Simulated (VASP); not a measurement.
YZn, 2 atoms in the cell. It takes space group Pm-3m (No. 221, cubic). The conventional cell has a = 3.500 Å, b = 3.500 Å, c = 3.500 Å, α = 90.00°, β = 90.00°, γ = 90.00°. Y (site symmetry m-3m) has 8 Zn at 3.03 Å and 6 Y at 3.50 Å within 4.0 Å. Zn (site symmetry m-3m) has 8 Y at 3.03 Å and 6 Zn at 3.50 Å within 4.0 Å. 

- Program: VASP 6.6.1
- Task: single point
- Functional: PBEsol
- Potentials or basis: VASP PAW PBE potentials, release 64 (Y_sv, Zn)
- Cutoff: 520 eV
- k mesh: 7 × 7 × 7
- Occupations: fermi-dirac, width 0.05 eV
- Spin: no spin polarisation
- Dipole correction: no
- Further INCAR settings: ALGO = Normal; EDIFF = 1e-06; NBANDS = 18

Potentials or basis: VASP PAW PBE potentials, release 64 (Y_sv, Zn).

Launch:

```console
$ cat potpaw_PBE.64/Y_sv/POTCAR potpaw_PBE.64/Zn/POTCAR > POTCAR
$ mpirun -np 1 vasp_std > vasp.out
```

Hardware: 1 thread of Intel(R) Xeon(R) 6975P-C (Granite Rapids) (shared host).

Task: How long does it take, and how much memory?

Result: Run time: 8.8 s on 1 thread of Intel(R) Xeon(R) 6975P-C (Granite Rapids) (shared host), peak memory 0.18 GiB. Counts: scf iterations 14, k points 20.
